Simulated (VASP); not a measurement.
# K7NaMgCl10 in VASP: a series of runs

K7NaMgCl10 is run at these levels: PBE; tasks: single point.

Program: VASP 6.6.1. These are calculated values, not measurements. Logs are shortened: lines on timing, memory, paths and dates and some standing lists are left out, and cuts for length are marked.

## 1. The cell of the first run

The cell holds an amorphous packing of atoms, 19 atoms: a = 8.974 Å, b = 8.844 Å, c = 8.406 Å, α = 92.63°, β = 90.37°, γ = 87.14°.

## 2. Single point, PBE

Input file INCAR:

```
SYSTEM = K7NaMgCl10
ALGO = Normal
EDIFF = 1E-6
ENCUT = 520
GGA = PE
ISIF = 2
ISMEAR = -1
ISYM = 0
LASPH = .True.
LCHARG = .False.
LREAL = Auto
LWAVE = .False.
NBANDS = 86
NELM = 60
PREC = Accurate
SIGMA = 0.0991
```

Input file KPOINTS:

```
k-points
0
Gamma
  1 1 1
  0 0 0
```

Input file POSCAR:

```
K7NaMgCl10
1.0
    8.9716240000      0.2219080000     -0.0252420000
    0.2219080000      8.8394450000     -0.1974920000
   -0.0252420000     -0.1974920000      8.4038290000
Mg Cl K Na
1 10 7 1
Direct
    0.3878466241      0.8138635595      0.1669406370
    0.3020735241      1.0169618431      0.8792903530
    0.8415103477      0.1289181231      0.7505900825
    0.6404315697      0.7303543585      0.1176101890
    0.5857466675      0.2167578660      0.1681389950
   -0.0863887311      0.1007117432      0.3111293839
    0.3370200852      0.9310448327      0.4145385356
    0.9183760190      0.7463240870      0.5772370766
    0.9108329285      0.5464959900     -0.0124239997
    0.3566046266      0.3697909409      0.6958717469
    0.2589367604      0.5789200684      0.1295558446
    0.1203926451      0.2903161064      0.9349105104
    0.5671468262      0.4380409065      0.9007550600
    0.6639238869      0.0646078018      0.4621054630
    0.6523049432      0.0052063213      0.9573333403
    0.8141087905      0.4841618519      0.3513727881
    0.2553051475      0.3706487325      0.3967874135
    1.0520154354      0.8437355390      0.9829488430
    0.1079659182     -0.0326853058      0.6384792205
```

Potentials or basis: VASP PAW PBE potentials, release 64 (Mg, Cl, K_sv, Na_pv).

Run with:

```console
cat potpaw_PBE.64/Mg/POTCAR potpaw_PBE.64/Cl/POTCAR potpaw_PBE.64/K_sv/POTCAR potpaw_PBE.64/Na_pv/POTCAR > POTCAR
mpirun -np 1 vasp_gam > vasp.out
```

OUTCAR:

```text
SYSTEM = K7NaMgCl10
   EDIFF = 1E-6
   ENCUT = 520
   GGA = PE
   ISIF = 2
   ISMEAR = -1
   ISYM = 0
   LASPH = .True.
   LREAL = Auto
   NELM = 60
   PREC = Accurate

 ion  position               nearest neighbor table
   1  0.388  0.814  0.167-   7 2.32   4 2.38  11 2.44   2 3.15  18 3.38  15 3.51
   2  0.302  0.017  0.879-  19 2.70  12 2.87  18 2.94   1 3.15  15 3.20
   3  0.842  0.129  0.751-  15 2.74  14 2.94
   4  0.640  0.730  0.118-   1 2.38  15 2.84  13 3.19
   5  0.586  0.217  0.168-  15 2.57  14 2.93  13 3.05
   6  0.914  0.101  0.311-  14 2.62
   7  0.337  0.931  0.415-   1 2.32  14 3.23
   8  0.918  0.746  0.577-  19 2.68  16 3.11
   9  0.911  0.546  0.988-  12 2.89  18 2.98
  10  0.357  0.370  0.696-  13 2.62  17 2.67  12 3.06
  11  0.259  0.579  0.130-   1 2.44  17 2.97  18 3.20
  12  0.120  0.290  0.935-   2 2.87   9 2.89  10 3.06
  13  0.567  0.438  0.901-  10 2.62   5 3.05   4 3.19
  14  0.664  0.065  0.462-   6 2.62   5 2.93   3 2.94   7 3.23
  15  0.652  0.005  0.957-   5 2.57   3 2.74   4 2.84   2 3.20   1 3.51  18 3.80
  16  0.814  0.484  0.351-   8 3.11
  17  0.255  0.371  0.397-  10 2.67  11 2.97
  18  0.052  0.844  0.983-   2 2.94   9 2.98  19 3.19  11 3.20   1 3.38  15 3.80
  19  0.108  0.967  0.638-   8 2.68   2 2.70  18 3.19

IMPORTANT INFORMATION: All symmetrisations will be switched off!
NOSYMM: (Re-)initialisation of all symmetry stuff for point group C_1.

----------------------------------------------------------------------------------------

                                     Primitive cell

  volume of cell :     665.6916

  direct lattice vectors                    reciprocal lattice vectors
     8.971624000  0.221908000 -0.025242000     0.111532404 -0.002793924  0.000269344
     0.221908000  8.839445000 -0.197492000    -0.002793924  0.113258692  0.002653215
    -0.025242000 -0.197492000  8.403829000     0.000269344  0.002653215  0.119056538

  length of vectors
     8.974403463  8.844435209  8.406187133     0.111567718  0.113324212  0.119086403

  position of ions in fractional coordinates (direct lattice)
     0.387846624  0.813863559  0.166940637
     0.302073524  0.016961843  0.879290353
     0.841510348  0.128918123  0.750590082
     0.640431570  0.730354359  0.117610189
     0.585746667  0.216757866  0.168138995
     0.913611269  0.100711743  0.311129384
[... 11 lines left out ...]
     0.052015435  0.843735539  0.982948843
     0.107965918  0.967314694  0.638479221

  ion indices of the primitive-cell ions
   primitive index   ion index
                 1           1
                 2           2
                 3           3
[... 69 lines left out ...]
   NFREE  =      0    steps in history (QN), initial steepest desc. (CG)
   ISIF   =      2    stress and relaxation
   ISYM   =      0    0-nonsym 1-usesym 2-fastsym
   POTIM  = 0.5000    time-step for ionic-motion
   TEBEG  =    0.0;   TEEND  =   0.0 temperature during run
   PSTRESS=    0.0 pullay stress
   NELECT =     142.0000    total number of electrons
   NUPDOWN=      -1.0000    fix difference up-down
   EMIN   =  10.00;   EMAX   =-10.00  energy-range for DOS
   EFERMI =   0.00;   METHOD = LEGACY
   ISMEAR =    -1;   SIGMA  =   0.10  broadening in eV -4-tet -1-fermi 0-gaus
   EFERMI_NEDOS =   21; number of points for ismear=-14 and -15
   IALGO  =     38    algorithm
   IMIX   =      4    mixing-type and parameters
     AMIX     =   0.40;   BMIX     =  1.00
     AMIX_MAG =   1.60;   BMIX_MAG =  1.00
  volume/ion in A,a.u.               =      35.04       236.44
  Fermi-wavevector in a.u.,A,eV,Ry     =   0.978168  1.848469 13.018215  0.956812
  Thomas-Fermi vector in A             =   2.108922
   LORBIT       =      0    0 simple, 1 ext, 2 COOP (PROOUT), +10 PAW based schemes
   GGA     = PE    functional components
   LHFCALC =     F    Hartree Fock is set to
   AEXX    =    0.0000 exact exchange contribution
   IVDW    =     0    specifies the selected vdW correction
   LEPSILON=     F    determine dielectric tensor
   LRPA    =     F    only Hartree local field effects (RPA)
 non-spin polarized calculation
  energy-cutoff  :      520.00
  volume of cell :      665.69
 maximum number of plane-waves:      8959
 NGX is ok and might be reduce to    70
   NGX = 33   NGY = 33   NGZ = 31

 number of electron     142.0000003 magnetization

 Free energy of the ion-electron system (eV)
  ---------------------------------------------------
  ext. energy  EPLUGINS =         0.00000000
  ---------------------------------------------------
  free energy    TOTEN  =       -59.35998801 eV

  energy without entropy =      -59.35998512  energy(sigma->0) =      -59.35998657

 E-fermi :   0.3374     XC(G=0):  -6.8024

 val. band max:       -1.1421137863   @ k =   0.0000   0.0000   0.0000
 cond. band min:       1.7845428259   @ k =   0.0000   0.0000   0.0000
 fundamental gap:      2.9266566122
 Fermi energy:         0.3373860121

 k-point     1 :       0.0000    0.0000    0.0000
  band No.  band energies     occupation
      1     -30.3823      2.00000
      2     -30.3405      2.00000
      3     -30.1510      2.00000
      4     -29.6572      2.00000
      5     -29.5102      2.00000
      6     -29.4178      2.00000
[... 75 lines left out ...]
     82       5.0868      0.00000
     83       5.2685      0.00000
 [bands above 83 left out]

------------------------ aborting loop because EDIFF is reached ----------------------------------------

  FORCE on cell =-STRESS in cart. coord.  units (eV):
  Direction    XX          YY          ZZ          XY          YZ          ZX
  --------------------------------------------------------------------------------------
  -------------------------------------------------------------------------------------
  Total        7.7073920      3.1540036      8.5888152     -0.0152920     -0.1848836     -0.6864443
  in kB       18.5500452      7.5910124     20.6714425     -0.0368047     -0.4449754     -1.6521248
  external PRESSURE =      15.6041667 kB  Pullay stress =       0.0000000 kB

 VOLUME and BASIS-vectors are now :
 -----------------------------------------------------------------------------
  energy-cutoff  :      520.00
  volume of cell :      665.69
      direct lattice vectors                 reciprocal lattice vectors
     8.971624000  0.221908000 -0.025242000     0.111532404 -0.002793924  0.000269344
     0.221908000  8.839445000 -0.197492000    -0.002793924  0.113258692  0.002653215
    -0.025242000 -0.197492000  8.403829000     0.000269344  0.002653215  0.119056538

 POSITION                                       TOTAL-FORCE (eV/Angst)
 -----------------------------------------------------------------------------------
      3.65600      7.24720      1.23242         0.365363     -0.568377      0.182077
      2.69166      0.04331      7.37843         0.413981     -0.931857      0.644534
      7.55938      1.17807      6.26113         0.770247      0.480325      0.025828
      5.90481      6.57482      0.82797        -1.158305      0.315893      0.522487
      5.29896      2.01279      1.35542        -1.019964      1.491623      1.002688
      8.21107      1.03153      2.57173         1.803655      0.414983     -0.781245
[... 11 lines left out ...]
      0.62908      7.27557      8.09259        -0.867977     -0.417236      0.199107
      1.16717      8.44839      5.17191        -0.399765     -0.027696     -0.771305
 -----------------------------------------------------------------------------------
    total drift:                                0.008570     -0.001565     -0.005963

  FREE ENERGIE OF THE ION-ELECTRON SYSTEM (eV)
  ---------------------------------------------------
  free  energy   TOTEN  =       -59.3599880141 eV

  energy  without entropy=      -59.3599851204  energy(sigma->0) =      -59.35998657
```

OSZICAR:

```text
N       E                     dE             d eps       ncg     rms          rms(c)
DAV:   1     0.153836800141E+04    0.15384E+04   -0.72147E+04   180   0.154E+03
DAV:   2     0.112549172531E+03   -0.14258E+04   -0.13755E+04   220   0.404E+02
DAV:   3    -0.578810544512E+02   -0.17043E+03   -0.16976E+03   224   0.129E+02
DAV:   4    -0.639281479401E+02   -0.60471E+01   -0.60330E+01   224   0.298E+01
DAV:   5    -0.644690456913E+02   -0.54090E+00   -0.54060E+00   304   0.560E+00    0.128E+01
DAV:   6    -0.599861838761E+02    0.44829E+01   -0.82267E+00   192   0.731E+00    0.965E+00
DAV:   7    -0.593232268013E+02    0.66296E+00   -0.34603E+00   232   0.515E+00    0.581E+00
DAV:   8    -0.593469366712E+02   -0.23710E-01   -0.51344E-01   208   0.265E+00    0.988E-01
DAV:   9    -0.593489987611E+02   -0.20621E-02   -0.97213E-02   240   0.974E-01    0.653E-01
DAV:  10    -0.593577584988E+02   -0.87597E-02   -0.25790E-02   208   0.550E-01    0.287E-01
DAV:  11    -0.593597933494E+02   -0.20349E-02   -0.61309E-03   216   0.308E-01    0.197E-01
DAV:  12    -0.593599880137E+02   -0.19466E-03   -0.39042E-03   224   0.242E-01    0.618E-02
DAV:  13    -0.593600033806E+02   -0.15367E-04   -0.10364E-03   208   0.118E-01    0.456E-02
DAV:  14    -0.593599948757E+02    0.85050E-05   -0.18024E-04   256   0.498E-02    0.272E-02
DAV:  15    -0.593599849619E+02    0.99138E-05   -0.71269E-05   200   0.415E-02    0.114E-02
DAV:  16    -0.593599864059E+02   -0.14440E-05   -0.27687E-05   216   0.180E-02    0.851E-03
DAV:  17    -0.593599877802E+02   -0.13743E-05   -0.47954E-06   176   0.758E-03    0.538E-03
DAV:  18    -0.593599880141E+02   -0.23393E-06   -0.10295E-06   136   0.454E-03
   1 F= -.59359988E+02 E0= -.59359987E+02  d E =-.289372E-05
```

Wall time 86 s (1 thread of Intel Xeon Platinum 8488C (Sapphire Rapids), shared host); peak memory 0.62 GiB.

What came out:

```
Free energy            : -59.3600 eV
Pressure               : 1.6 GPa
Largest force          : 2.067 eV/Å
Band gap on the k mesh : 2.93 eV
```

Forces on the atoms (eV/Å):
```
Mg   0.365 -0.568  0.182
Cl   0.414 -0.932  0.645
Cl   0.770  0.480  0.026
Cl  -1.158  0.316  0.522
Cl  -1.020  1.492  1.003
Cl   1.804  0.415 -0.781
Cl   0.084 -0.019 -0.365
Cl   0.084 -0.198  0.025
Cl  -0.060 -0.367  0.010
Cl  -0.487 -0.260 -0.234
Cl   0.542  0.897 -0.031
K   -0.374  0.417 -0.001
K    1.203  0.388  0.839
K   -0.797 -0.559  0.613
K    0.127 -0.862 -0.915
K   -0.009  0.048 -0.262
K   -0.221 -0.241 -0.704
K   -0.868 -0.417  0.199
Na  -0.400 -0.028 -0.771
```

Stress tensor (GPa, compression positive):
```
 1.86  0.00 -0.17
 0.00  0.76 -0.04
-0.17 -0.04  2.07
```

Caveat: the k points lie up to 0.75 Å⁻¹ apart.

## 3. Single point, PBE

Input file INCAR:

```
PREC     = Accurate       # precision mode
ENCUT    = 520            # plane-wave cutoff, eV
EDIFF    = 1E-6           # SCF threshold, eV
ISMEAR   = -1             # smearing method
SIGMA    = 0.0991         # smearing width, eV
LREAL    = Auto         
LASPH    = T              # aspherical terms in the spheres
NELM     = 60             # most SCF steps
ALGO     = Normal         # electronic algorithm
ISIF     = 2              # what is computed and relaxed
LWAVE    = F              # write WAVECAR
LCHARG   = T              # write CHGCAR
GGA      = PE             # functional
LELF     = T              # ELF
LVHAR    = T            
ISYM     = 0            
NBANDS   = 86             # bands
```

Input file KPOINTS:

```
Automatic mesh
0
Gamma
  1 1 1
```

Input file POSCAR:

```
K7NaMgCl10
1.0
    8.9716240000      0.2219080000     -0.0252420000
    0.2219080000      8.8394450000     -0.1974920000
   -0.0252420000     -0.1974920000      8.4038290000
Mg Cl K Na
1 10 7 1
Direct
    0.3596331123      0.8266440989      0.1722526072
    0.3052344107      0.8966762186      0.9185084688
    0.8756002640      0.1716989423      0.6983880883
    0.6357874679      0.7279964409      0.1111377945
    0.5124786562      0.2623284117      0.2013938824
   -0.1002022926      0.1385186178      0.2886497349
    0.3141004168      0.9905441055      0.3637389646
    0.9494949865      0.6358718351      0.5820876118
    0.9451397976      0.4718287174     -0.0090936386
    0.3688732718      0.2689457589      0.6779777093
    0.2721352230      0.5883171904      0.1415572801
    0.2381648564      0.2289523116      0.9680647961
    0.6816828023      0.4656314704      0.8232365899
    0.6289179924      0.1655296370      0.4941013111
    0.6592272039      0.0219264412      0.9943053946
    0.8068150732      0.4749432059      0.3443535214
    0.2410041833      0.3915260719      0.3941320908
    0.9188341996      0.7502268077      0.8832219225
    0.0403163592     -0.0266705725      0.5400444774
```

Potentials or basis: VASP PAW PBE potentials, release 64 (Mg, Cl, K_sv, Na_pv).

Run with:

```console
cat potpaw_PBE.64/Mg/POTCAR potpaw_PBE.64/Cl/POTCAR potpaw_PBE.64/K_sv/POTCAR potpaw_PBE.64/Na_pv/POTCAR > POTCAR
mpirun -np 1 vasp_gam > vasp.out
```

Run time: 1.8 min. Hardware: 1 thread of Intel Xeon Platinum 8488C (Sapphire Rapids), shared host; peak memory 0.63 GiB.

The run converged. Its results:

- Free energy: -59.9286 eV
- Pressure: 2.1 GPa
- Largest force: 2.107 eV/Å
- Band gap on the k mesh: 3.52 eV

Forces on the atoms (eV/Å):
```
Mg   0.645 -1.581 -1.234
Cl  -0.058  0.312 -0.569
Cl  -0.010 -0.257  0.932
Cl  -0.270  0.055  0.278
Cl   0.035  0.393 -0.537
Cl   0.340 -0.299 -0.265
Cl  -0.378  0.713  1.358
Cl   0.278  0.396 -0.406
Cl   0.328 -0.897  0.767
Cl   0.560  0.337 -0.007
Cl  -0.118  0.116  0.140
K   -0.618  0.342  0.484
K   -0.651 -0.262  0.011
K   -0.319 -0.691 -0.211
K    0.128  0.805 -0.051
K   -0.287 -0.246 -1.086
K   -0.362 -0.174  0.196
K    0.593  1.001  0.732
Na   0.163 -0.064 -0.531
```

Stress tensor (GPa, compression positive):
```
0.85 0.04 0.19
0.04 2.27 0.01
0.19 0.01 3.28
```

Levels at points of the mesh, in eV from the valence-band top:
```tsv
k point	band 69	band 70	band 71	band 72	band 73	band 74
(0.00, 0.00, 0.00)	-0.32	-0.14	0.00	3.52	5.19	5.41
```

Caveat: the k points lie up to 0.75 Å⁻¹ apart.

## 4. Single point, PBE

INCAR, as its differences from that of step 3:

```diff
@@ -4,3 +4,3 @@
 ISMEAR   = -1             # smearing method
-SIGMA    = 0.0991         # smearing width, eV
+SIGMA    = 0.0552         # smearing width, eV
 LREAL    = Auto         
@@ -11,7 +11,5 @@
 LWAVE    = F              # write WAVECAR
-LCHARG   = T              # write CHGCAR
+LCHARG   = F              # write CHGCAR
 GGA      = PE             # functional
-LELF     = T              # ELF
-LVHAR    = T            
-ISYM     = 0            
 NBANDS   = 86             # bands
+ISYM     = 0
```

Input file KPOINTS:

```
regular mesh
0
Gamma
  1 1 1
```

Input file POSCAR:

```
K7NaMgCl10
1.0
    8.9716240000      0.2219080000     -0.0252420000
    0.2219080000      8.8394450000     -0.1974920000
   -0.0252420000     -0.1974920000      8.4038290000
Mg Cl K Na
1 10 7 1
Direct
    0.3922311519      0.8259596391      0.1425983465
    0.2990250201      0.9063132770      0.9132086828
    0.8954746341      0.1024607587      0.7278179686
    0.6466053327      0.7906479993      0.1338656780
    0.5454247183      0.3273215625      0.1354791965
    0.9890309692      0.1575988811      0.2778873342
    0.3390376388      1.0207803665      0.3398521013
    0.9592854647      0.6528742945      0.6241393933
    0.9130361939      0.4638722280      1.0378095406
    0.4283258935      0.3087936237      0.6462499502
    0.2632073595      0.5946158160      0.1858992784
    0.2204780207      0.2432692733      1.0027454202
    0.6792082749      0.4845104178      0.8046905175
    0.6363247960      0.0338601893      0.4872695800
    0.7089343318      0.0539432299      0.9714642310
    0.7532212854      0.4260908672      0.3689142591
    0.1684464280      0.3812099028      0.4416663917
    1.0184133110      0.7790589370      0.9595005677
    0.0509917339      0.9000828747      0.4737839502
```

Potentials or basis: VASP PAW PBE potentials, release 64 (Mg, Cl, K_sv, Na_pv).

Run with:

```console
cat potpaw_PBE.64/Mg/POTCAR potpaw_PBE.64/Cl/POTCAR potpaw_PBE.64/K_sv/POTCAR potpaw_PBE.64/Na_pv/POTCAR > POTCAR
mpirun -np 1 vasp_gam > vasp.out
```

OUTCAR:

```text
PREC = Accurate
   ENCUT = 520
   EDIFF = 1E-6
   ISMEAR = -1
   LREAL = Auto
   LASPH = T
   NELM = 60
   ISIF = 2
   GGA = PE
   ISYM = 0

 ion  position               nearest neighbor table
   1  0.392  0.826  0.143-   2 2.23   4 2.29   7 2.37  11 2.44  18 3.72
   2  0.299  0.906  0.913-   1 2.23  18 2.85  12 3.09
   3  0.895  0.102  0.728-  15 2.72  14 3.14
   4  0.647  0.791  0.134-   1 2.29  15 2.83
   5  0.545  0.327  0.135-  16 2.84  15 3.04  12 3.22
[... 270 lines left out ...]
  Total        4.2257093      0.1435551      3.8473463     -0.2123366     -0.9646833      1.8260802
  in kB       10.1703792      0.3455065      9.2597401     -0.5110488     -2.3217866      4.3949848
  external PRESSURE =       6.5918753 kB  Pullay stress =       0.0000000 kB

 VOLUME and BASIS-vectors are now :
 -----------------------------------------------------------------------------
  energy-cutoff  :      520.00
  volume of cell :      665.69
      direct lattice vectors                 reciprocal lattice vectors
     8.971624000  0.221908000 -0.025242000     0.111532404 -0.002793924  0.000269344
     0.221908000  8.839445000 -0.197492000    -0.002793924  0.113258692  0.002653215
    -0.025242000 -0.197492000  8.403829000     0.000269344  0.002653215  0.119056538

 POSITION                                       TOTAL-FORCE (eV/Angst)
 -----------------------------------------------------------------------------------
      3.69864      7.35990      1.02535        -0.397745     -0.700746      0.964848
      2.86081      7.89731      7.48791         0.220564      0.417683     -0.999038
      8.03823      0.96067      6.07362         0.388005     -0.120657     -0.775804
      5.97317      7.10594      0.95252         0.456161     -0.373446      0.324473
      4.96256      2.98762      1.06013        -0.122292     -0.490099     -0.273739
      8.90117      1.55768      2.27923        -0.651890     -0.701775      0.053851
[... 11 lines left out ...]
      0.31386      6.70104      7.90916        -0.299280     -0.494270      0.117813
      0.64525      7.87398      3.80255         0.186795      0.331330      0.085068
 -----------------------------------------------------------------------------------
    total drift:                                0.002924      0.008848      0.013024

  FREE ENERGIE OF THE ION-ELECTRON SYSTEM (eV)
  ---------------------------------------------------
  free  energy   TOTEN  =       -61.3488487867 eV

  energy  without entropy=      -61.3488487867  energy(sigma->0) =      -61.34884879
```

Run time: 90 s. Hardware: 1 thread of Intel Xeon Platinum 8488C (Sapphire Rapids), shared host; peak memory 0.62 GiB.

Results:

```yaml
Free_energy: -61.3488 eV
Pressure: 0.7 GPa
Largest_force: 1.257 eV/Å
Band_gap_on_the_k_mesh: 3.22 eV
```

Forces on the atoms (eV/Å):
```
Mg  -0.398 -0.701  0.965
Cl   0.221  0.418 -0.999
Cl   0.388 -0.121 -0.776
Cl   0.456 -0.373  0.324
Cl  -0.122 -0.490 -0.274
Cl  -0.652 -0.702  0.054
Cl  -0.091 -0.535  0.001
Cl  -0.259 -0.020 -0.449
Cl   0.294  0.149  0.082
Cl   0.412 -0.024  0.156
Cl   0.081  0.942  0.064
K   -0.057  0.340 -0.064
K   -0.146 -0.099  0.377
K   -0.004  0.190 -0.035
K   -0.465  0.777  0.555
K    0.194  0.221 -0.348
K    0.261  0.191  0.162
K   -0.299 -0.494  0.118
Na   0.187  0.331  0.085
```

Caveat: the k points lie up to 0.75 Å⁻¹ apart.

(Part 1 of 2 ends here.)
